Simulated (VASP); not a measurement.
# BaMg3H3 (P4mm) in VASP: single point with PBE

Aim: the single point of BaMg3H3 with PBE.

Everything below comes from runs of VASP 6.6.1. Logs are shortened: lines on timing, memory, paths and dates and some standing lists are left out, and cuts for length are marked.

**1. The cell of the first run**

It takes space group P4mm (No. 99, tetragonal). The conventional cell has a = 4.780 Å, b = 4.780 Å, c = 5.725 Å, α = 90.00°, β = 90.00°, γ = 90.00°. Within 3.4 Å of Ba (site symmetry 4mm) lie 4 H at 2.40 Å and 8 Mg at 3.31 to 3.39 Å. Within 3.4 Å of Mg (site symmetry 2mm) lie 4 H at 2.47 to 3.25 Å and 6 Mg at 3.13 to 3.38 Å and 2 Ba at 3.31 Å. Within 3.4 Å of Mg (site symmetry 4mm) lie 6 H at 2.42 to 3.30 Å and 4 Mg at 3.13 Å and 4 Ba at 3.39 Å. Within 3.4 Å of H (site symmetry 4mm) lie 6 Mg at 2.42 to 3.30 Å and 4 H at 3.10 Å. Within 3.4 Å of H (site symmetry 2mm) lie 2 Ba at 2.40 Å and 4 Mg at 2.43 to 3.25 Å and 6 H at 3.10 to 3.38 Å.

The cell was generated, and may not be a known phase.

**2. Single point, PBE**

File INCAR:

```
ALGO = Normal
EDIFF = 1E-6
ENCUT = 840
GGA = PE
GGA_COMPAT = False
ISIF = 2
ISMEAR = 0
LASPH = True
LCHARG = False
LREAL = False
LWAVE = False
NBANDS = 30
NELM = 120
PREC = Accurate
SIGMA = 0.1
```

File KPOINTS:

```
k-points
0
Gamma
  4 4 4
```

File POSCAR:

```
BaMg3H3
1.0
    4.7800026200      0.0000000000      0.0000000000
    0.0000000000      4.7800026200      0.0000000000
    0.0000000000      0.0000000000      5.7246768200
Ba Mg H
1 3 3
Direct
    0.0000000000      0.0000000000      0.4261544800
    0.5000000000      0.0000000000      0.0270343200
    0.0000000000      0.5000000000      0.0270343200
    0.5000000000      0.5000000000      0.3811027500
    0.5000000000      0.5000000000      0.8039672200
    0.5000000000      0.0000000000      0.4589806300
    0.0000000000      0.5000000000      0.4589806300
```

Potentials or basis: VASP PAW PBE potentials, release 64 (Ba_sv, Mg_sv, H).

Launch:

```sh
> cat potpaw_PBE.64/Ba_sv/POTCAR potpaw_PBE.64/Mg_sv/POTCAR potpaw_PBE.64/H/POTCAR > POTCAR
> mpirun -np 1 vasp_std > vasp.out
```

OUTCAR:

```text
EDIFF = 1E-6
   ENCUT = 840
   GGA = PE
   ISIF = 2
   ISMEAR = 0
   LASPH = True
   LREAL = False
   NELM = 120
   PREC = Accurate

 ion  position               nearest neighbor table
   1  0.000  0.000  0.426-   6 2.40   7 2.40   7 2.40   6 2.40   3 3.31   2 3.31   2 3.31   3 3.31
                             4 3.39   4 3.39   4 3.39   4 3.39
   2  0.500  0.000  0.027-   1 3.31   1 3.31
   3  0.000  0.500  0.027-   1 3.31   1 3.31
   4  0.500  0.500  0.381-   1 3.39   1 3.39   1 3.39   1 3.39
   5  0.500  0.500  0.804-
   6  0.500  0.000  0.459-   1 2.40   1 2.40
   7  0.000  0.500  0.459-   1 2.40   1 2.40

  LATTYP: Found a simple tetragonal cell.
 ALAT       =     4.7800026200
 C/A-ratio  =     1.1976304774

  Lattice vectors:

 A1 = (   4.7800026200,   0.0000000000,   0.0000000000)
 A2 = (   0.0000000000,   4.7800026200,   0.0000000000)
 A3 = (   0.0000000000,   0.0000000000,   5.7246768200)

Analysis of symmetry for initial positions (statically):
=====================================================================
 Subroutine PRICEL returns:
 Original cell was already a primitive cell.

 Routine SETGRP: Setting up the symmetry group for a
 simple tetragonal supercell.

 Subroutine GETGRP returns: Found  8 space group operations
 (whereof  8 operations were pure point group operations)
 out of a pool of 16 trial point group operations.

The static configuration has the point symmetry C_4v.

Analysis of symmetry for dynamics (positions and initial velocities):
=====================================================================
 Subroutine PRICEL returns:
 Original cell was already a primitive cell.

 Routine SETGRP: Setting up the symmetry group for a
 simple tetragonal supercell.

 Subroutine GETGRP returns: Found  8 space group operations
 (whereof  8 operations were pure point group operations)
 out of a pool of 16 trial point group operations.

The dynamic configuration has the point symmetry C_4v.

 Subroutine INISYM returns: Found  8 space group operations
 (whereof  8 operations are pure point group operations),
 and found     1 'primitive' translations

----------------------------------------------------------------------------------------

                                     Primitive cell

  volume of cell :     130.7998

  direct lattice vectors                    reciprocal lattice vectors
     4.780002620  0.000000000  0.000000000     0.209204906  0.000000000  0.000000000
     0.000000000  4.780002620  0.000000000     0.000000000  0.209204906  0.000000000
     0.000000000  0.000000000  5.724676820     0.000000000  0.000000000  0.174682350

  length of vectors
     4.780002620  4.780002620  5.724676820     0.209204906  0.209204906  0.174682350

  position of ions in fractional coordinates (direct lattice)
     0.000000000  0.000000000  0.426154480
     0.500000000  0.000000000  0.027034320
     0.000000000  0.500000000  0.027034320
     0.500000000  0.500000000  0.381102750
     0.500000000  0.500000000  0.803967220
     0.500000000  0.000000000  0.458980630
     0.000000000  0.500000000  0.458980630

  ion indices of the primitive-cell ions
   primitive index   ion index
                 1           1
                 2           2
                 3           3
                 4           4
                 5           5
                 6           6
                 7           7

----------------------------------------------------------------------------------------

 KPOINTS: k-points

Automatic generation of k-mesh.
 Grid dimensions read from file:
 generate k-points for:    4    4    4

 Generating k-lattice:

  Cartesian coordinates                     Fractional coordinates (reciprocal lattice)
     0.052301227  0.000000000  0.000000000     0.250000000  0.000000000  0.000000000
     0.000000000  0.052301227  0.000000000     0.000000000  0.250000000  0.000000000
     0.000000000  0.000000000  0.043670588     0.000000000  0.000000000  0.250000000

  Length of vectors
     0.052301227  0.052301227  0.043670588

  Shift w.r.t. Gamma in fractional coordinates (k-lattice)
     0.000000000  0.000000000  0.000000000

 Subroutine IBZKPT returns following result:
 ===========================================

 Found     18 irreducible k-points:

 Following reciprocal coordinates:
            Coordinates               Weight
  0.000000  0.000000  0.000000      1.000000
  0.250000  0.000000  0.000000      4.000000
  0.500000  0.000000  0.000000      2.000000
  0.250000  0.250000  0.000000      4.000000
  0.500000  0.250000  0.000000      4.000000
  0.500000  0.500000  0.000000      1.000000
[... 10 lines left out ...]
  0.500000  0.250000  0.500000      4.000000
  0.500000  0.500000  0.500000      1.000000
   k-points           NKPTS =     18   k-points in BZ     NKDIM =     18   number of bands    NBANDS=     30
   number of dos      NEDOS =    301   number of ions     NIONS =      7
   total plane-waves  NPLWV = 124416
   dimension x,y,z NGX =    48 NGY =   48 NGZ =   54
   dimension x,y,z NGXF=    96 NGYF=   96 NGZF=  108
   ions per type =               1   3   3
   NGX,Y,Z   is equivalent  to a cutoff of  16.69, 16.69, 15.68 a.u.
   NGXF,Y,Z  is equivalent  to a cutoff of  33.39, 33.39, 31.36 a.u.
 SYSTEM =  unknown system
   PREC   = accura    normal or accurate (medium, high low for compatibility)
   ISTART =      0    job   : 0-new  1-cont  2-samecut
   ICHARG =      2    charge: 1-file 2-atom 10-const
   ISPIN  =      1    spin polarized calculation?
   LNONCOLLINEAR =      F non collinear calculations
   LSORBIT =      F    spin-orbit coupling
   LASPH  =      T    aspherical Exc in radial PAW
   ENCUT  =  840.0 eV  61.74 Ry    7.86 a.u.  11.30 11.30 13.53*2*pi/ulx,y,z
   NELM   =    120;   NELMIN=  2; NELMDL= -5     # of ELM steps
   EDIFF  = 0.1E-05   stopping-criterion for ELM
   LREAL  =      F    real-space projection
   EDIFFG = 0.1E-04   stopping-criterion for IOM
   NSW    =      0    number of steps for IOM
   IBRION =     -1    ionic relax: 0-MD 1-quasi-New 2-CG
   NFREE  =      0    steps in history (QN), initial steepest desc. (CG)
   ISIF   =      2    stress and relaxation
   ISYM   =      2    0-nonsym 1-usesym 2-fastsym
   POTIM  = 0.5000    time-step for ionic-motion
   TEBEG  =    0.0;   TEEND  =   0.0 temperature during run
   PSTRESS=    0.0 pullay stress
   NELECT =      43.0000    total number of electrons
   NUPDOWN=      -1.0000    fix difference up-down
   EMIN   =  10.00;   EMAX   =-10.00  energy-range for DOS
   EFERMI =   0.00;   METHOD = LEGACY
   ISMEAR =     0;   SIGMA  =   0.10  broadening in eV -4-tet -1-fermi 0-gaus
   EFERMI_NEDOS =   21; number of points for ismear=-14 and -15
   IALGO  =     38    algorithm
   IMIX   =      4    mixing-type and parameters
     AMIX     =   0.40;   BMIX     =  1.00
     AMIX_MAG =   1.60;   BMIX_MAG =  1.00
  volume/ion in A,a.u.               =      18.69       126.10
  Fermi-wavevector in a.u.,A,eV,Ry     =   1.129870  2.135145 17.369289  1.276607
  Thomas-Fermi vector in A             =   2.266565
   LORBIT       =      0    0 simple, 1 ext, 2 COOP (PROOUT), +10 PAW based schemes
   GGA     = PE    functional components
   LHFCALC =     F    Hartree Fock is set to
   AEXX    =    0.0000 exact exchange contribution
   IVDW    =     0    specifies the selected vdW correction
   LEPSILON=     F    determine dielectric tensor
   LRPA    =     F    only Hartree local field effects (RPA)
 non-spin polarized calculation
 Gauss-broadening in eV      SIGMA  =   0.10
  energy-cutoff  :      840.00
  volume of cell :      130.80
 maximum number of plane-waves:      7262
 NGX is ok and might be reduce to    48
   NGX = 23   NGY = 23   NGZ = 27

 number of electron      42.9999966 magnetization

 Free energy of the ion-electron system (eV)
  ---------------------------------------------------
  ext. energy  EPLUGINS =         0.00000000
  ---------------------------------------------------
  free energy    TOTEN  =       -15.49744822 eV

  energy without entropy =      -15.49234353  energy(sigma->0) =      -15.49489587

 E-fermi :   1.7187     XC(G=0):  -8.5029

 val. band max:        1.6121945387   @ k =   0.0000   0.0000   0.5000
 cond. band min:       1.7325187380   @ k =   0.5000   0.5000   0.5000
 fundamental gap:      0.1203241993
 Fermi energy:         1.7187311402

 k-point     1 :       0.0000    0.0000    0.0000
  band No.  band energies     occupation
      1     -74.4235      2.00000
      2     -74.4228      2.00000
      3     -74.3748      2.00000
      4     -41.2043      2.00000
      5     -41.2025      2.00000
      6     -41.1891      2.00000
[... 22 lines left out ...]
     29       6.4354      0.00000
     30       6.4375      0.00000

 k-point     2 :       0.2500    0.0000    0.0000
  band No.  band energies     occupation
      1     -74.4234      2.00000
      2     -74.4229      2.00000
      3     -74.3749      2.00000
      4     -41.2041      2.00000
      5     -41.2029      2.00000
      6     -41.1888      2.00000
[... 22 lines left out ...]
     29       6.9689      0.00000
     30       7.7333      0.00000

 k-point     3 :       0.5000    0.0000    0.0000
  band No.  band energies     occupation
      1     -74.4232      2.00000
      2     -74.4232      2.00000
      3     -74.3749      2.00000
      4     -41.2038      2.00000
      5     -41.2034      2.00000
      6     -41.1886      2.00000
[... 22 lines left out ...]
     29       6.1349      0.00000
     30       6.4119      0.00000

 k-point     4 :       0.2500    0.2500    0.0000
  band No.  band energies     occupation
      1     -74.4233      2.00000
      2     -74.4230      2.00000
      3     -74.3748      2.00000
      4     -41.2040      2.00000
      5     -41.2031      2.00000
      6     -41.1909      2.00000
[... 22 lines left out ...]
     29       6.5552      0.00000
     30       7.1069      0.00000

 k-point     5 :       0.5000    0.2500    0.0000
  band No.  band energies     occupation
      1     -74.4231      2.00000
      2     -74.4231      2.00000
      3     -74.3749      2.00000
      4     -41.2038      2.00000
      5     -41.2036      2.00000
      6     -41.1917      2.00000
[... 22 lines left out ...]
     29       6.5623      0.00000
     30       7.6633      0.00000
[... 328 lines left out ...]
     29       6.1095      0.00000
     30       6.9682      0.00000

 k-point    16 :       0.2500    0.2500    0.5000
  band No.  band energies     occupation
      1     -74.4233      2.00000
      2     -74.4230      2.00000
      3     -74.3748      2.00000
      4     -41.2040      2.00000
      5     -41.2031      2.00000
      6     -41.1909      2.00000
[... 22 lines left out ...]
     29       6.7062      0.00000
     30       7.4217      0.00000

 k-point    17 :       0.5000    0.2500    0.5000
  band No.  band energies     occupation
      1     -74.4231      2.00000
      2     -74.4231      2.00000
      3     -74.3748      2.00000
      4     -41.2038      2.00000
      5     -41.2036      2.00000
      6     -41.1917      2.00000
[... 22 lines left out ...]
     29       6.8254      0.00000
     30       7.4172      0.00000

 k-point    18 :       0.5000    0.5000    0.5000
  band No.  band energies     occupation
      1     -74.4232      2.00000
      2     -74.4232      2.00000
      3     -74.3749      2.00000
      4     -41.2038      2.00000
      5     -41.2038      2.00000
      6     -41.1931      2.00000
[... 22 lines left out ...]
     29       6.0467      0.00000
     30       7.3927      0.00000

------------------------ aborting loop because EDIFF is reached ----------------------------------------

  FORCE on cell =-STRESS in cart. coord.  units (eV):
  Direction    XX          YY          ZZ          XY          YZ          ZX
  --------------------------------------------------------------------------------------
  -------------------------------------------------------------------------------------
  Total        2.0929899      2.0929899      0.8459515      0.0000000      0.0000000      0.0000000
  in kB       25.6371932     25.6371932     10.3621240      0.0000000      0.0000000      0.0000000
  external PRESSURE =      20.5455035 kB  Pullay stress =       0.0000000 kB

 VOLUME and BASIS-vectors are now :
 -----------------------------------------------------------------------------
  energy-cutoff  :      840.00
  volume of cell :      130.80
      direct lattice vectors                 reciprocal lattice vectors
     4.780002620  0.000000000  0.000000000     0.209204906  0.000000000  0.000000000
     0.000000000  4.780002620  0.000000000     0.000000000  0.209204906  0.000000000
     0.000000000  0.000000000  5.724676820     0.000000000  0.000000000  0.174682350

 POSITION                                       TOTAL-FORCE (eV/Angst)
 -----------------------------------------------------------------------------------
      0.00000      0.00000      2.43960        -0.000000      0.000000      1.450822
      2.39000      0.00000      0.15476         0.000000      0.000000     -0.997309
      0.00000      2.39000      0.15476        -0.000000      0.000000     -0.997309
      2.39000      2.39000      2.18169         0.000000     -0.000000      1.147481
      2.39000      2.39000      4.60245         0.000000      0.000000     -0.549133
      2.39000      0.00000      2.62752         0.000000      0.000000     -0.027276
      0.00000      2.39000      2.62752        -0.000000      0.000000     -0.027276
 -----------------------------------------------------------------------------------
    total drift:                                0.000000      0.000000     -0.000030

  FREE ENERGIE OF THE ION-ELECTRON SYSTEM (eV)
  ---------------------------------------------------
  free  energy   TOTEN  =       -15.4974482189 eV

  energy  without entropy=      -15.4923435300  energy(sigma->0) =      -15.49489587
```

It took 2.1 min on 1 thread of Intel Xeon Platinum 8375C at 2.90GHz (Ice Lake), shared host; peak memory 0.43 GiB.

Results:

```yaml
Free_energy: -15.4974 eV
Pressure: 2.1 GPa
Largest_force: 1.451 eV/Å
Band_gap_on_the_k_mesh: zero (an odd number of electrons rules out a gap without spin polarisation)
```

Forces on the atoms (eV/Å):
```
Ba   0.000  0.000  1.451
Mg   0.000  0.000 -0.997
Mg   0.000  0.000 -0.997
Mg   0.000  0.000  1.147
H    0.000  0.000 -0.549
H    0.000  0.000 -0.027
H    0.000  0.000 -0.027
```

Levels at points of the mesh, in eV from the Fermi level:
```
           k point  band 17  band 18  band 19  band 20  band 21  band 22  band 23  band 24  band 25  band 26
(0.00, 0.00, 0.00)    -6.32    -4.18    -3.29    -1.27     0.69     0.88     0.88     3.13     3.13     3.13
(0.50, 0.00, 0.00)    -4.83    -4.53    -1.92    -1.91    -1.17     0.39     1.52     2.11     2.40     3.34
(0.50, 0.50, 0.00)    -4.01    -2.88    -2.88    -1.03    -0.71    -0.30    -0.30     1.09     1.09     1.25
(0.00, 0.00, 0.50)    -5.70    -4.57    -4.11    -0.11     0.56     0.56     1.87     2.24     3.18     3.18
(0.50, 0.00, 0.50)    -4.60    -4.12    -3.37    -1.92    -0.19     0.65     1.66     1.69     2.20     3.25
(0.50, 0.50, 0.50)    -3.22    -2.69    -2.60    -2.60    -1.73    -1.73     0.01     2.94     3.85     4.06
```

Caveat: spin-orbit coupling is left out, which moves the levels of the heavy elements; an odd number of electrons without spin polarisation forces a metal; a magnetic or distorted state may lie lower.

The gap in the log of VASP goes by the Fermi energy; the results here count the filled bands.